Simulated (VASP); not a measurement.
# Al3Ni2 (P-3m1) in VASP: further runs

The runs below take Al3Ni2 through single point, with PBEsol.

All numbers are computed with VASP 6.6.1; they aren't measurements. Logs are shortened: lines on timing, memory, paths and dates and some standing lists are left out, and cuts for length are marked.

**1. The cell of the first run**

It takes space group P-3m1 (No. 164, trigonal). Conventional cell: a = 4.103 Å, b = 4.103 Å, c = 4.616 Å, α = 90.00°, β = 90.00°, γ = 120.00°. Within 3.3 Å of Al (site symmetry -3m) lie 6 Ni at 2.46 Å and 6 Al at 2.87 Å. Within 3.0 Å of Al (site symmetry 3m) lie 5 Ni at 2.30 to 2.55 Å and 6 Al at 2.73 to 2.87 Å. Ni (site symmetry 3m) has 8 Al at 2.30 to 2.55 Å and 3 Ni at 2.72 Å within 3.0 Å.

**2. Single point, PBEsol (strain +0.025 along x and y, -0.050 along z)**

INCAR reads:

```
SYSTEM = Al3Ni2
PREC = Accurate ; ENCUT = 520
EDIFF = 1E-6 ; ISMEAR = 0
SIGMA = 0.15 ; LREAL = .FALSE.
LASPH = .TRUE. ; NELM = 100
ALGO = Fast ; ISIF = 2
LWAVE = .FALSE. ; LCHARG = .TRUE.
GGA = PS ; LELF = .TRUE.
LVHAR = .TRUE. ; NBANDS = 22
```

KPOINTS reads:

```
Automatic mesh
0
G
  12 12 10
  0 0 0
```

POSCAR reads:

```
Al3Ni2
1.0
    4.1032181344      0.0000000000      0.0000000000
   -2.0516090672      3.5534911417      0.0000000000
    0.0000000000      0.0000000000      4.6164913802
Al Ni
3 2
Direct
    0.0000000000      0.0000000000      0.0000000000
    0.3333333333      0.6666666667      0.6477829059
    0.6666666667      0.3333333333      0.3522170941
    0.3333333333      0.6666666667      0.1455709067
    0.6666666667      0.3333333333      0.8544290933
```

Potentials or basis: VASP PAW PBE potentials, release 64 (Al, Ni).

The run is started by

```
$ cat potpaw_PBE.64/Al/POTCAR potpaw_PBE.64/Ni/POTCAR > POTCAR
$ mpirun -np 1 vasp_std > vasp.out
```

OUTCAR:

```text
SYSTEM = Al3Ni2
   PREC = Accurate
   ENCUT = 520
   EDIFF = 1E-6
   ISMEAR = 0
   LREAL = .FALSE.
   LASPH = .TRUE.
   NELM = 100
   ISIF = 2
   GGA = PS

 ion  position               nearest neighbor table
   1  0.000  0.000  0.000-   4 2.46   5 2.46   5 2.46   4 2.46   5 2.46   4 2.46   2 2.87   3 2.87
                             2 2.87   3 2.87   3 2.87   2 2.87
   2  0.333  0.667  0.648-   4 2.30   4 2.32   5 2.55   5 2.55   5 2.55   3 2.73   3 2.73   3 2.73
                             1 2.87   1 2.87   1 2.87
   3  0.667  0.333  0.352-   5 2.30   5 2.32   4 2.55   4 2.55   4 2.55   2 2.73   2 2.73   2 2.73
                             1 2.87   1 2.87   1 2.87
   4  0.333  0.667  0.146-   2 2.30   2 2.32   1 2.46   1 2.46   1 2.46   3 2.55   3 2.55   3 2.55
                             5 2.72   5 2.72   5 2.72
   5  0.667  0.333  0.854-   3 2.30   3 2.32   1 2.46   1 2.46   1 2.46   2 2.55   2 2.55   2 2.55
                             4 2.72   4 2.72   4 2.72

  LATTYP: Found a hexagonal cell.
 ALAT       =     4.1032181344
 C/A-ratio  =     1.1250904117

  Lattice vectors:

 A1 = (   4.1032181344,   0.0000000000,   0.0000000000)
 A2 = (  -2.0516090672,   3.5534911417,   0.0000000000)
 A3 = (   0.0000000000,   0.0000000000,   4.6164913802)

Analysis of symmetry for initial positions (statically):
=====================================================================
 Subroutine PRICEL returns:
 Original cell was already a primitive cell.

 Routine SETGRP: Setting up the symmetry group for a
 hexagonal supercell.

 Subroutine GETGRP returns: Found 12 space group operations
 (whereof 12 operations were pure point group operations)
 out of a pool of 24 trial point group operations.

The static configuration has the point symmetry D_3d.

Analysis of symmetry for dynamics (positions and initial velocities):
=====================================================================
 Subroutine PRICEL returns:
 Original cell was already a primitive cell.

 Routine SETGRP: Setting up the symmetry group for a
 hexagonal supercell.

 Subroutine GETGRP returns: Found 12 space group operations
 (whereof 12 operations were pure point group operations)
 out of a pool of 24 trial point group operations.

The dynamic configuration has the point symmetry D_3d.

 Subroutine INISYM returns: Found 12 space group operations
[... 96 lines left out ...]
   ICHARG =      2    charge: 1-file 2-atom 10-const
   ISPIN  =      1    spin polarized calculation?
   LNONCOLLINEAR =      F non collinear calculations
   LSORBIT =      F    spin-orbit coupling
   LASPH  =      T    aspherical Exc in radial PAW
   ENCUT  =  520.0 eV  38.22 Ry    6.18 a.u.   7.63  7.63  8.58*2*pi/ulx,y,z
   NELM   =    100;   NELMIN=  2; NELMDL= -5     # of ELM steps
   EDIFF  = 0.1E-05   stopping-criterion for ELM
   LREAL  =      F    real-space projection
   EDIFFG = 0.1E-04   stopping-criterion for IOM
   NSW    =      0    number of steps for IOM
   IBRION =     -1    ionic relax: 0-MD 1-quasi-New 2-CG
   NFREE  =      0    steps in history (QN), initial steepest desc. (CG)
   ISIF   =      2    stress and relaxation
   ISYM   =      2    0-nonsym 1-usesym 2-fastsym
   POTIM  = 0.5000    time-step for ionic-motion
   TEBEG  =    0.0;   TEEND  =   0.0 temperature during run
   PSTRESS=    0.0 pullay stress
   NELECT =      29.0000    total number of electrons
   NUPDOWN=      -1.0000    fix difference up-down
   EMIN   =  10.00;   EMAX   =-10.00  energy-range for DOS
   EFERMI =   0.00;   METHOD = LEGACY
   ISMEAR =     0;   SIGMA  =   0.15  broadening in eV -4-tet -1-fermi 0-gaus
   EFERMI_NEDOS =   21; number of points for ismear=-14 and -15
   IALGO  =     68    algorithm
   IMIX   =      4    mixing-type and parameters
     AMIX     =   0.40;   BMIX     =  1.00
     AMIX_MAG =   1.60;   BMIX_MAG =  1.00
  volume/ion in A,a.u.               =      13.46        90.85
  Fermi-wavevector in a.u.,A,eV,Ry     =   1.236451  2.336553 20.800734  1.528811
  Thomas-Fermi vector in A             =   2.371059
   LORBIT       =      0    0 simple, 1 ext, 2 COOP (PROOUT), +10 PAW based schemes
   GGA     = PS    functional components
   LHFCALC =     F    Hartree Fock is set to
   AEXX    =    0.0000 exact exchange contribution
   IVDW    =     0    specifies the selected vdW correction
   LEPSILON=     F    determine dielectric tensor
   LRPA    =     F    only Hartree local field effects (RPA)
 non-spin polarized calculation
 RMM-DIIS sequential band-by-band and
 Gauss-broadening in eV      SIGMA  =   0.15
  energy-cutoff  :      520.00
  volume of cell :       67.31
 maximum number of plane-waves:      1847
 NGX is ok and might be reduce to    32
   NGX = 15   NGY = 15   NGZ = 17

 number of electron      28.9999998 magnetization

 Free energy of the ion-electron system (eV)
  ---------------------------------------------------
  ext. energy  EPLUGINS =         0.00000000
  ---------------------------------------------------
  free energy    TOTEN  =       -27.46043221 eV

  energy without entropy =      -27.44515405  energy(sigma->0) =      -27.45279313

 E-fermi :   8.4792     XC(G=0): -11.3660

 val. band max:        8.4731204149   @ k =   0.1667  -0.0000   0.0000
 cond. band min:       8.4819326075   @ k =   0.0000   0.2500   0.3000
 fundamental gap:      0.0088121926
 Fermi energy:         8.4791815497

 k-point     1 :       0.0000    0.0000    0.0000
  band No.  band energies     occupation
      1      -2.0418      2.00000
      2       3.5997      2.00000
      3       4.0979      2.00000
      4       4.9444      2.00000
      5       4.9444      2.00000
      6       5.5088      2.00000
[... 589 lines left out ...]
     21      14.0257      0.00000
     22      14.8031      0.00000

 [... further k-points ...]
[... 5 lines left out ...]
  --------------------------------------------------------------------------------------
  -------------------------------------------------------------------------------------
  Total       -2.1803425     -2.1803425      6.4725239      0.0000000      0.0000000     -0.0000000
  in kB      -51.8971419    -51.8971419    154.0608787      0.0000000      0.0000000     -0.0000000
  external PRESSURE =      16.7555316 kB  Pullay stress =       0.0000000 kB

 VOLUME and BASIS-vectors are now :
 -----------------------------------------------------------------------------
  energy-cutoff  :      520.00
  volume of cell :       67.31
      direct lattice vectors                 reciprocal lattice vectors
     4.103218134  0.000000000  0.000000000     0.243711148  0.140706697  0.000000000
    -2.051609067  3.553491142  0.000000000     0.000000000  0.281413393  0.000000000
     0.000000000  0.000000000  4.616491380     0.000000000  0.000000000  0.216614723

 POSITION                                       TOTAL-FORCE (eV/Angst)
 -----------------------------------------------------------------------------------
      0.00000      0.00000      0.00000         0.000000      0.000000      0.000000
     -0.00000      2.36899      2.99048         0.000000      0.000000     -0.108055
      2.05161      1.18450      1.62601         0.000000      0.000000      0.108055
     -0.00000      2.36899      0.67203        -0.000000     -0.000000     -0.081601
      2.05161      1.18450      3.94446         0.000000      0.000000      0.081601
 -----------------------------------------------------------------------------------
    total drift:                               -0.000000      0.000000     -0.000000

  FREE ENERGIE OF THE ION-ELECTRON SYSTEM (eV)
  ---------------------------------------------------
  free  energy   TOTEN  =       -27.4604322070 eV

  energy  without entropy=      -27.4451540486  energy(sigma->0) =      -27.45279313
```

OSZICAR:

```text
N       E                     dE             d eps       ncg     rms          rms(c)
DAV:   1     0.137390254784E+03    0.13739E+03   -0.11806E+04  7128   0.134E+03
DAV:   2    -0.236999952660E+02   -0.16109E+03   -0.15217E+03  7164   0.272E+02
DAV:   3    -0.308416879707E+02   -0.71417E+01   -0.69707E+01  8758   0.726E+01
DAV:   4    -0.309969019448E+02   -0.15521E+00   -0.15503E+00  8408   0.957E+00
DAV:   5    -0.310025328771E+02   -0.56309E-02   -0.56306E-02  8950   0.197E+00    0.191E+01
RMM:   6    -0.374787721599E+02   -0.64762E+01   -0.72056E+01  8180   0.938E+01    0.290E+01
RMM:   7    -0.276996455337E+02    0.97791E+01   -0.21184E+01  7130   0.535E+01    0.287E+00
RMM:   8    -0.275124650704E+02    0.18718E+00   -0.11840E+00  7184   0.920E+00    0.219E+00
RMM:   9    -0.274577618807E+02    0.54703E-01   -0.27654E-01  7501   0.447E+00    0.503E-01
RMM:  10    -0.274606662442E+02   -0.29044E-02   -0.38723E-02  8300   0.159E+00    0.440E-01
RMM:  11    -0.274616348866E+02   -0.96864E-03   -0.12372E-02  8357   0.126E+00    0.378E-01
RMM:  12    -0.274611877995E+02    0.44709E-03   -0.11306E-02  7976   0.109E+00    0.277E-01
RMM:  13    -0.274604238518E+02    0.76395E-03   -0.18226E-03  8694   0.489E-01    0.537E-02
RMM:  14    -0.274604382838E+02   -0.14432E-04   -0.42700E-04  8850   0.122E-01    0.459E-02
RMM:  15    -0.274604418469E+02   -0.35632E-05   -0.63759E-05  9709   0.537E-02    0.668E-02
RMM:  16    -0.274604321406E+02    0.97063E-05   -0.23753E-05  7980   0.267E-02    0.607E-03
RMM:  17    -0.274604322070E+02   -0.66403E-07   -0.40613E-06  6987   0.144E-02
   1 F= -.27460432E+02 E0= -.27452793E+02  d E =-.152782E-01
```

It took 2.6 min on 1 thread of Intel Xeon Platinum 8488C (Sapphire Rapids), shared host; peak memory 0.34 GiB.

Results:

- Free energy: -27.4604 eV
- Pressure: 1.7 GPa
- Largest force: 0.108 eV/Å
- Band gap on the k mesh: zero (an odd number of electrons rules out a gap without spin polarisation)

Forces in eV/Å, atoms in the order of the input:
```
Al   0.000  0.000  0.000
Al   0.000  0.000 -0.108
Al   0.000  0.000  0.108
Ni   0.000  0.000 -0.082
Ni   0.000  0.000  0.082
```

Levels at points of the mesh, in eV from the Fermi level:
| k point | band 13 | band 14 | band 15 | band 16 | band 17 | band 18 |
| --- | --- | --- | --- | --- | --- | --- |
| (0.00, 0.00, 0.00) | -1.26 | 0.90 | 0.90 | 2.77 | 2.77 | 3.78 |
| (0.50, 0.00, 0.00) | -1.53 | -1.28 | -0.93 | 1.69 | 1.93 | 2.59 |
| (0.00, 0.00, 0.50) | 2.58 | 2.58 | 2.59 | 2.59 | 3.39 | 4.11 |
| (0.50, 0.00, 0.50) | -1.63 | -1.00 | -0.36 | 1.56 | 1.85 | 2.91 |

Caveat: the cell differs from its parent crystal (strain +0.025 along x and y, -0.050 along z); the PAW data sets were made with another functional, which shifts forces and pressure a little.

**3. Single point, PBEsol (strain +0.025 along x and y, -0.025 along z)**

INCAR reads:

```
ALGO     = Fast           # electronic algorithm
EDIFF    = 1E-6           # SCF threshold, eV
ENCUT    = 520            # plane-wave cutoff, eV
GGA      = PS             # functional
ISIF     = 2              # what is computed and relaxed
ISMEAR   = 0              # smearing method
LASPH    = True           # aspherical terms in the spheres
LCHARG   = True           # write CHGCAR
LELF     = True           # ELF
LREAL    = False          # projectors in reciprocal space
LVHAR    = True         
LWAVE    = False          # write WAVECAR
NBANDS   = 22             # bands
NELM     = 60             # most SCF steps
PREC     = Accurate       # precision mode
SIGMA    = 0.15           # smearing width, eV
```

KPOINTS reads:

```
k-points
0
Gamma
  12 12 10
```

POSCAR, as its differences from that of step 2:

```diff
@@ -4,3 +4,3 @@
    -2.0516090672      3.5534911417      0.0000000000
-    0.0000000000      0.0000000000      4.6164913802
+    0.0000000000      0.0000000000      4.7379779954
 Al Ni
```

Potentials or basis: VASP PAW PBE potentials, release 64 (Al, Ni).

The run is started by

```
$ cat potpaw_PBE.64/Al/POTCAR potpaw_PBE.64/Ni/POTCAR > POTCAR
$ mpirun -np 1 vasp_std > vasp.out
```

OUTCAR:

```text
EDIFF = 1E-6
   ENCUT = 520
   GGA = PS
   ISIF = 2
   ISMEAR = 0
   LASPH = True
   LREAL = False
   NELM = 60
   PREC = Accurate

 ion  position               nearest neighbor table
   1  0.000  0.000  0.000-   4 2.47   5 2.47   5 2.47   4 2.47   5 2.47   4 2.47   2 2.90   3 2.90
                             2 2.90   3 2.90   3 2.90   2 2.90
   2  0.333  0.667  0.648-   4 2.36   4 2.38   5 2.56   5 2.56   5 2.56   3 2.75   3 2.75   3 2.75
                             1 2.90   1 2.90   1 2.90
   3  0.667  0.333  0.352-   5 2.36   5 2.38   4 2.56   4 2.56   4 2.56   2 2.75   2 2.75   2 2.75
[... 812 lines left out ...]
  -------------------------------------------------------------------------------------
  Total       -2.9571523     -2.9571523      2.0710622      0.0000000      0.0000000      0.0000000
  in kB      -68.5821964    -68.5821964     48.0320188      0.0000000      0.0000000      0.0000000
  external PRESSURE =     -29.7107913 kB  Pullay stress =       0.0000000 kB

 VOLUME and BASIS-vectors are now :
 -----------------------------------------------------------------------------
  energy-cutoff  :      520.00
  volume of cell :       69.08
      direct lattice vectors                 reciprocal lattice vectors
     4.103218134  0.000000000  0.000000000     0.243711148  0.140706697  0.000000000
    -2.051609067  3.553491142  0.000000000     0.000000000  0.281413393  0.000000000
     0.000000000  0.000000000  4.737977995     0.000000000  0.000000000  0.211060499

 POSITION                                       TOTAL-FORCE (eV/Angst)
 -----------------------------------------------------------------------------------
      0.00000      0.00000      0.00000         0.000000      0.000000      0.000000
     -0.00000      2.36899      3.06918         0.000000     -0.000000     -0.036853
      2.05161      1.18450      1.66880         0.000000      0.000000      0.036853
     -0.00000      2.36899      0.68971        -0.000000      0.000000     -0.076423
      2.05161      1.18450      4.04827        -0.000000     -0.000000      0.076423
 -----------------------------------------------------------------------------------
    total drift:                               -0.000000      0.000000     -0.000000

  FREE ENERGIE OF THE ION-ELECTRON SYSTEM (eV)
  ---------------------------------------------------
  free  energy   TOTEN  =       -27.5733853220 eV

  energy  without entropy=      -27.5585050049  energy(sigma->0) =      -27.56594516
```

OSZICAR:

```text
N       E                     dE             d eps       ncg     rms          rms(c)
DAV:   1     0.137138029823E+03    0.13714E+03   -0.11764E+04  7136   0.133E+03
DAV:   2    -0.238792697539E+02   -0.16102E+03   -0.15235E+03  7170   0.271E+02
DAV:   3    -0.309285048521E+02   -0.70492E+01   -0.68767E+01  8684   0.719E+01
DAV:   4    -0.310820228144E+02   -0.15352E+00   -0.15335E+00  8372   0.950E+00
DAV:   5    -0.310875792305E+02   -0.55564E-02   -0.55559E-02  9070   0.193E+00    0.190E+01
RMM:   6    -0.380479635704E+02   -0.69604E+01   -0.74283E+01  8185   0.949E+01    0.300E+01
RMM:   7    -0.278531325479E+02    0.10195E+02   -0.21603E+01  7136   0.538E+01    0.311E+00
RMM:   8    -0.276237431475E+02    0.22939E+00   -0.13135E+00  7184   0.982E+00    0.218E+00
RMM:   9    -0.275705297263E+02    0.53213E-01   -0.29352E-01  7464   0.453E+00    0.512E-01
RMM:  10    -0.275736212696E+02   -0.30915E-02   -0.42880E-02  8279   0.168E+00    0.455E-01
RMM:  11    -0.275746368227E+02   -0.10156E-02   -0.13248E-02  8330   0.131E+00    0.394E-01
RMM:  12    -0.275744275352E+02    0.20929E-03   -0.13187E-02  7984   0.117E+00    0.320E-01
RMM:  13    -0.275733903822E+02    0.10372E-02   -0.21115E-03  8490   0.538E-01    0.588E-02
RMM:  14    -0.275733798735E+02    0.10509E-04   -0.44078E-04  8878   0.134E-01    0.309E-02
RMM:  15    -0.275733847816E+02   -0.49082E-05   -0.86230E-05 10101   0.606E-02    0.238E-02
RMM:  16    -0.275733853220E+02   -0.54041E-06   -0.84267E-06  8336   0.184E-02
   1 F= -.27573385E+02 E0= -.27565945E+02  d E =-.148803E-01
```

Run time: 2.4 min. Hardware: 1 thread of Intel Xeon Platinum 8488C (Sapphire Rapids), shared host; peak memory 0.34 GiB.

Results:

```yaml
Free_energy: -27.5734 eV
Pressure: -3.0 GPa
Largest_force: 0.076 eV/Å
Band_gap_on_the_k_mesh: zero (an odd number of electrons rules out a gap without spin polarisation)
```

Forces on the atoms (eV/Å):
```
Al   0.000  0.000  0.000
Al   0.000  0.000 -0.037
Al   0.000  0.000  0.037
Ni   0.000  0.000 -0.076
Ni   0.000  0.000  0.076
```

Stress tensor (GPa, compression positive):
```
-6.86  0.00  0.00
 0.00 -6.86  0.00
 0.00  0.00  4.80
```

Levels at points of the mesh, in eV from the Fermi level:
| k point | band 11 | band 12 | band 13 | band 14 | band 15 | band 16 | band 17 | band 18 | band 19 | band 20 |
| --- | --- | --- | --- | --- | --- | --- | --- | --- | --- | --- |
| (0.00, 0.00, 0.00) | -1.66 | -1.59 | -1.25 | 1.01 | 1.01 | 2.84 | 2.84 | 3.84 | 4.21 | 6.67 |
| (0.50, 0.00, 0.00) | -1.96 | -1.76 | -1.50 | -1.36 | -1.04 | 1.52 | 1.94 | 2.33 | 4.88 | 5.37 |
| (0.00, 0.00, 0.50) | -1.67 | -1.67 | 2.58 | 2.58 | 2.67 | 2.67 | 3.36 | 4.08 | 4.08 | 4.32 |
| (0.50, 0.00, 0.50) | -1.80 | -1.64 | -1.63 | -1.00 | -0.35 | 1.51 | 1.89 | 2.91 | 7.03 | 7.82 |

Caveat: the cell differs from its parent crystal (strain +0.025 along x and y, -0.025 along z); the PAW data sets were made with another functional, which shifts forces and pressure a little. Spin polarisation is off, so any magnetic state and its effect on volume and gap are missing.
